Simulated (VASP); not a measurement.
Wanted: the native input for a VASP 6.6.1 run.

```
Task                   : relaxation of cell and atoms
Functional             : PBEsol
Potentials or basis    : VASP PAW PBE potentials, release 64 (Ti_sv, Al)
Cutoff                 : 600 eV
k mesh                 : 14 × 14 × 10
Occupations            : gaussian, width 0.1 eV
Spin                   : no spin polarisation
Dipole correction      : no
Further INCAR settings : ALGO = Normal; EDIFF = 1e-07; IBRION = 2; EDIFFG = -0.005; NSW = 100; ISIF = 3
```

The structure of TiAl lies in POSCAR:

```
TiAl
1.0
    2.8107518100      0.0000000000      0.0000000000
    0.0000000000      2.8107518100      0.0000000000
    0.0000000000      0.0000000000      4.0664219200
Ti Al
1 1
Direct
    0.5000000000      0.5000000000      0.5000000000
    0.0000000000      0.0000000000      0.0000000000
```

One way to write it, as run:

INCAR

```
PREC = Accurate ; ENCUT = 600
EDIFF = 1E-7 ; ISMEAR = 0
SIGMA = 0.1 ; LREAL = False
LASPH = True ; NELM = 100
ALGO = Normal ; ISIF = 3
LWAVE = False ; LCHARG = False
GGA = PS ; IBRION = 2
NSW = 100 ; EDIFFG = -0.005
```

KPOINTS

```
Automatic mesh
0
Gamma
  14 14 10
```

Potentials or basis: VASP PAW PBE potentials, release 64 (Ti_sv, Al).

Run with:

```sh
$ cat potpaw_PBE.64/Ti_sv/POTCAR potpaw_PBE.64/Al/POTCAR > POTCAR
$ mpirun -np 1 vasp_std > vasp.out
```

It gave:

```
Relaxed volume                        : 15.78 Å³/atom
Relaxed cell                          : a = 2.794 Å, b = 2.794 Å, c = 4.043 Å, α = 90.00°, β = 90.00°, γ = 90.00°
Space group after relaxing (to 0.1 Å) : P4/mmm (No. 123)
Energy gained by relaxing             : 1.8 meV/atom
Ionic steps                           : 3
Pressure after relaxing               : 0.0 GPa
Band gap on the k mesh                : zero (an odd number of electrons rules out a gap without spin polarisation)
```

Caveat: the PAW data sets were made with another functional, which shifts forces and pressure a little.

Wall time 3.4 min on 1 thread of Intel Xeon 8259CL (shared host), peak memory 0.24 GiB.
